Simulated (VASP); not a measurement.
# TaN (Fm-3m) in VASP: further runs

The runs below take TaN through single point, with PBE.

Program: VASP 6.6.1. These are calculated values, not measurements. Logs are shortened: lines on timing, memory, paths and dates and some standing lists are left out, and cuts for length are marked.

## Step 1: The cell of the first run

The structure is cubic, space group Fm-3m (No. 225). Conventional cell: a = 4.358 Å, b = 4.358 Å, c = 4.358 Å, α = 90.00°, β = 90.00°, γ = 90.00°. Ta (site symmetry m-3m) has 6 N at 2.18 Å within 2.9 Å. Within 2.9 Å of N (site symmetry m-3m) lie 6 Ta at 2.18 Å.

## Step 2: Single point, PBE

Input file INCAR:

```
SYSTEM = TaN
PREC = Accurate
ENCUT = 600
EDIFF = 1E-6
ISMEAR = 1
SIGMA = 0.1
LREAL = .False.
LASPH = .True.
NELM = 120
ALGO = Normal
ISIF = 2
LWAVE = .False.
LCHARG = .False.
GGA = PE
NBANDS = 16
GGA_COMPAT = .False.
```

Input file KPOINTS:

```
regular mesh
0
Gamma
  11 11 11
  0 0 0
```

Input file POSCAR:

```
TaN
1.0
    0.0000000000      2.1790000000      2.1790000000
    2.1790000000      0.0000000000      2.1790000000
    2.1790000000      2.1790000000      0.0000000000
Ta N
1 1
Direct
    0.5000000000      0.5000000000      0.5000000000
    0.0000000000      0.0000000000      0.0000000000
```

Potentials or basis: VASP PAW PBE potentials, release 64 (Ta_sv_GW, N).

Run with:

```
$ cat potpaw_PBE.64/Ta_sv_GW/POTCAR potpaw_PBE.64/N/POTCAR > POTCAR
$ mpirun -np 1 vasp_std > vasp.out
```

OUTCAR:

```text
SYSTEM = TaN
   PREC = Accurate
   ENCUT = 600
   EDIFF = 1E-6
   ISMEAR = 1
   LREAL = .False.
   LASPH = .True.
   NELM = 120
   ISIF = 2
   GGA = PE

 ion  position               nearest neighbor table
   1  0.500  0.500  0.500-   2 2.18   2 2.18   2 2.18   2 2.18   2 2.18   2 2.18
   2  0.000  0.000  0.000-   1 2.18   1 2.18   1 2.18   1 2.18   1 2.18   1 2.18

  LATTYP: Found a face centered cubic cell.
 ALAT       =     4.3580000000

  Lattice vectors:

 A1 = (   0.0000000000,   2.1790000000,   2.1790000000)
 A2 = (   2.1790000000,   0.0000000000,   2.1790000000)
 A3 = (   2.1790000000,   2.1790000000,   0.0000000000)

Analysis of symmetry for initial positions (statically):
=====================================================================
 Subroutine PRICEL returns:
 Original cell was already a primitive cell.

 Routine SETGRP: Setting up the symmetry group for a
 face centered cubic supercell.

 Subroutine GETGRP returns: Found 48 space group operations
 (whereof 48 operations were pure point group operations)
 out of a pool of 48 trial point group operations.

The static configuration has the point symmetry O_h .

Analysis of symmetry for dynamics (positions and initial velocities):
=====================================================================
 Subroutine PRICEL returns:
 Original cell was already a primitive cell.

 Routine SETGRP: Setting up the symmetry group for a
 face centered cubic supercell.

 Subroutine GETGRP returns: Found 48 space group operations
 (whereof 48 operations were pure point group operations)
 out of a pool of 48 trial point group operations.

The dynamic configuration has the point symmetry O_h .

 Subroutine INISYM returns: Found 48 space group operations
 (whereof 48 operations are pure point group operations),
 and found     1 'primitive' translations

----------------------------------------------------------------------------------------

                                     Primitive cell

  volume of cell :      20.6920

  direct lattice vectors                    reciprocal lattice vectors
     0.000000000  2.179000000  2.179000000    -0.229463056  0.229463056  0.229463056
     2.179000000  0.000000000  2.179000000     0.229463056 -0.229463056  0.229463056
     2.179000000  2.179000000  0.000000000     0.229463056  0.229463056 -0.229463056

  length of vectors
     3.081571352  3.081571352  3.081571352     0.397441672  0.397441672  0.397441672

  position of ions in fractional coordinates (direct lattice)
     0.500000000  0.500000000  0.500000000
     0.000000000  0.000000000  0.000000000

  ion indices of the primitive-cell ions
   primitive index   ion index
                 1           1
                 2           2

----------------------------------------------------------------------------------------

 KPOINTS: regular mesh

Automatic generation of k-mesh.
 Grid dimensions read from file:
 generate k-points for:   11   11   11

 Generating k-lattice:

  Cartesian coordinates                     Fractional coordinates (reciprocal lattice)
    -0.020860278  0.020860278  0.020860278     0.090909091  0.000000000  0.000000000
     0.020860278 -0.020860278  0.020860278     0.000000000  0.090909091  0.000000000
     0.020860278  0.020860278 -0.020860278     0.000000000  0.000000000  0.090909091

  Length of vectors
     0.036131061  0.036131061  0.036131061

  Shift w.r.t. Gamma in fractional coordinates (k-lattice)
     0.000000000  0.000000000  0.000000000

 Subroutine IBZKPT returns following result:
 ===========================================

 Found     56 irreducible k-points:

 Following reciprocal coordinates:
            Coordinates               Weight
  0.000000  0.000000  0.000000      1.000000
  0.090909  0.000000  0.000000      8.000000
  0.181818  0.000000  0.000000      8.000000
  0.272727  0.000000  0.000000      8.000000
  0.363636  0.000000  0.000000      8.000000
  0.454545  0.000000  0.000000      8.000000
[... 16 lines left out ...]
 -0.272727  0.181818  0.000000     24.000000
 -0.181818  0.181818  0.000000     12.000000
 [... further k-points ...]
   k-points           NKPTS =     56   k-points in BZ     NKDIM =     56   number of bands    NBANDS=     16
   number of dos      NEDOS =    301   number of ions     NIONS =      2
   total plane-waves  NPLWV =  21952
   dimension x,y,z NGX =    28 NGY =   28 NGZ =   28
   dimension x,y,z NGXF=    56 NGYF=   56 NGZF=   56
   ions per type =               1   1
   NGX,Y,Z   is equivalent  to a cutoff of  15.11, 15.11, 15.11 a.u.
   NGXF,Y,Z  is equivalent  to a cutoff of  30.21, 30.21, 30.21 a.u.
 SYSTEM =  TaN
   PREC   = accura    normal or accurate (medium, high low for compatibility)
   ISTART =      0    job   : 0-new  1-cont  2-samecut
   ICHARG =      2    charge: 1-file 2-atom 10-const
   ISPIN  =      1    spin polarized calculation?
   LNONCOLLINEAR =      F non collinear calculations
   LSORBIT =      F    spin-orbit coupling
   LASPH  =      T    aspherical Exc in radial PAW
   ENCUT  =  600.0 eV  44.10 Ry    6.64 a.u.   6.15  6.15  6.15*2*pi/ulx,y,z
   NELM   =    120;   NELMIN=  2; NELMDL= -5     # of ELM steps
   EDIFF  = 0.1E-05   stopping-criterion for ELM
   LREAL  =      F    real-space projection
   EDIFFG = 0.1E-04   stopping-criterion for IOM
   NSW    =      0    number of steps for IOM
   IBRION =     -1    ionic relax: 0-MD 1-quasi-New 2-CG
   NFREE  =      0    steps in history (QN), initial steepest desc. (CG)
   ISIF   =      2    stress and relaxation
   ISYM   =      2    0-nonsym 1-usesym 2-fastsym
   POTIM  = 0.5000    time-step for ionic-motion
   TEBEG  =    0.0;   TEEND  =   0.0 temperature during run
   PSTRESS=    0.0 pullay stress
   NELECT =      18.0000    total number of electrons
   NUPDOWN=      -1.0000    fix difference up-down
   EMIN   =  10.00;   EMAX   =-10.00  energy-range for DOS
   EFERMI =   0.00;   METHOD = LEGACY
   ISMEAR =     1;   SIGMA  =   0.10  broadening in eV -4-tet -1-fermi 0-gaus
   EFERMI_NEDOS =   21; number of points for ismear=-14 and -15
   IALGO  =     38    algorithm
   IMIX   =      4    mixing-type and parameters
     AMIX     =   0.40;   BMIX     =  1.00
     AMIX_MAG =   1.60;   BMIX_MAG =  1.00
  volume/ion in A,a.u.               =      10.35        69.82
  Fermi-wavevector in a.u.,A,eV,Ry     =   1.562782  2.953230 33.229345  2.442288
  Thomas-Fermi vector in A             =   2.665650
   LORBIT       =      0    0 simple, 1 ext, 2 COOP (PROOUT), +10 PAW based schemes
   GGA     = PE    functional components
   LHFCALC =     F    Hartree Fock is set to
   AEXX    =    0.0000 exact exchange contribution
   IVDW    =     0    specifies the selected vdW correction
   LEPSILON=     F    determine dielectric tensor
   LRPA    =     F    only Hartree local field effects (RPA)
 non-spin polarized calculation
 Methfessel and Paxton  Order N= 1 SIGMA  =   0.10
  energy-cutoff  :      600.00
  volume of cell :       20.69
 maximum number of plane-waves:       701
 NGX is ok and might be reduce to    28
   NGX = 13   NGY = 13   NGZ = 13

 number of electron      17.9999999 magnetization

 Free energy of the ion-electron system (eV)
  ---------------------------------------------------
  ext. energy  EPLUGINS =         0.00000000
  ---------------------------------------------------
  free energy    TOTEN  =       -24.31136657 eV

  energy without entropy =      -24.31316009  energy(sigma->0) =      -24.31196441

 E-fermi :  14.3158     XC(G=0): -13.9428

 val. band max:       14.1900724071   @ k =  -0.3636   0.2727   0.0909
 cond. band min:      14.3233412523   @ k =   0.0000   0.0000   0.0000
 fundamental gap:      0.1332688452
 Fermi energy:        14.3158014960

 k-point     1 :       0.0000    0.0000    0.0000
  band No.  band energies     occupation
      1     -55.2892      2.00000
      2     -21.4599      2.00000
      3     -21.4599      2.00000
      4     -21.4599      2.00000
      5      -4.8315      2.00000
      6      10.3373      2.00000
[... 8 lines left out ...]
     15      23.4115      0.00000
     16      38.8697      0.00000

 k-point     2 :       0.0909    0.0000    0.0000
  band No.  band energies     occupation
      1     -55.2841      2.00000
      2     -21.5411      2.00000
      3     -21.4671      2.00000
      4     -21.4671      2.00000
      5      -4.6227      2.00000
      6       9.3725      2.00000
[... 8 lines left out ...]
     15      24.0379      0.00000
     16      36.2750      0.00000

 k-point     3 :       0.1818    0.0000    0.0000
  band No.  band energies     occupation
      1     -55.2704      2.00000
      2     -21.7531      2.00000
      3     -21.4865      2.00000
      4     -21.4865      2.00000
      5      -4.0445      2.00000
      6       7.6977      2.00000
[... 8 lines left out ...]
     15      25.5999      0.00000
     16      33.1267      0.00000

 k-point     4 :       0.2727    0.0000    0.0000
  band No.  band energies     occupation
      1     -55.2525      2.00000
      2     -22.0189      2.00000
      3     -21.5116      2.00000
      4     -21.5116      2.00000
      5      -3.2261      2.00000
      6       6.0344      2.00000
[... 8 lines left out ...]
     15      26.7373      0.00000
     16      31.3876      0.00000
[... 324 lines left out ...]
 k-point    22 :      -0.3636    0.1818    0.0000
  band No.  band energies     occupation
      1     -55.2205      2.00000
      2     -22.2584      2.00000
      3     -21.7542      2.00000
      4     -21.5712      2.00000
      5      -2.1897      2.00000
      6       4.5648      2.00000
[... 8 lines left out ...]
     15      25.4166      0.00000
     16      27.0736      0.00000

 k-point    23 :      -0.2727    0.1818    0.0000
  band No.  band energies     occupation
      1     -55.2314      2.00000
      2     -22.1390      2.00000
      3     -21.7337      2.00000
      4     -21.5310      2.00000
      5      -2.5495      2.00000
      6       4.9932      2.00000
[... 8 lines left out ...]
     15      26.2036      0.00000
     16      27.6051      0.00000

 k-point    24 :      -0.1818    0.1818    0.0000
  band No.  band energies     occupation
      1     -55.2465      2.00000
      2     -21.9887      2.00000
      3     -21.6609      2.00000
      4     -21.4971      2.00000
      5      -3.1132      2.00000
      6       5.8074      2.00000
[... 8 lines left out ...]
     15      27.5604      0.00000
     16      27.8681      0.00000

 [... further k-points ...]
[... 5 lines left out ...]
  --------------------------------------------------------------------------------------
  -------------------------------------------------------------------------------------
  Total        1.8872077      1.8872077      1.8872077      0.0000000     -0.0000000      0.0000000
  in kB      146.1263722    146.1263722    146.1263722      0.0000000     -0.0000000      0.0000000
  external PRESSURE =     146.1263722 kB  Pullay stress =       0.0000000 kB

 VOLUME and BASIS-vectors are now :
 -----------------------------------------------------------------------------
  energy-cutoff  :      600.00
  volume of cell :       20.69
      direct lattice vectors                 reciprocal lattice vectors
     0.000000000  2.179000000  2.179000000    -0.229463056  0.229463056  0.229463056
     2.179000000  0.000000000  2.179000000     0.229463056 -0.229463056  0.229463056
     2.179000000  2.179000000  0.000000000     0.229463056  0.229463056 -0.229463056

 POSITION                                       TOTAL-FORCE (eV/Angst)
 -----------------------------------------------------------------------------------
      2.17900      2.17900      2.17900         0.000000     -0.000000     -0.000000
      0.00000      0.00000      0.00000         0.000000      0.000000      0.000000
 -----------------------------------------------------------------------------------
    total drift:                                0.000000      0.000000      0.000000

  FREE ENERGIE OF THE ION-ELECTRON SYSTEM (eV)
  ---------------------------------------------------
  free  energy   TOTEN  =       -24.3113665749 eV

  energy  without entropy=      -24.3131600882  energy(sigma->0) =      -24.31196441
```

Wall time 34 s (1 thread of Intel Xeon Platinum 8375C at 2.90GHz (Ice Lake), shared host); peak memory 0.18 GiB.

Results:

```
Free energy            : -24.3114 eV
Pressure               : 14.6 GPa
Band gap on the k mesh : zero (band 9 reaches 15.98 eV, above the bottom of band 10 at 12.07 eV)
```

Levels at points of the mesh, in eV from the Fermi level:
```csv
k point,band 7,band 8,band 9,band 10,band 11,band 12
"(0.00, 0.00, 0.00)",-3.98,-3.98,-2.25,-2.25,-2.25,0.01
```

Caveat: spin-orbit coupling is left out, which moves the levels of the heavy elements.

[end of part 1 of 2]
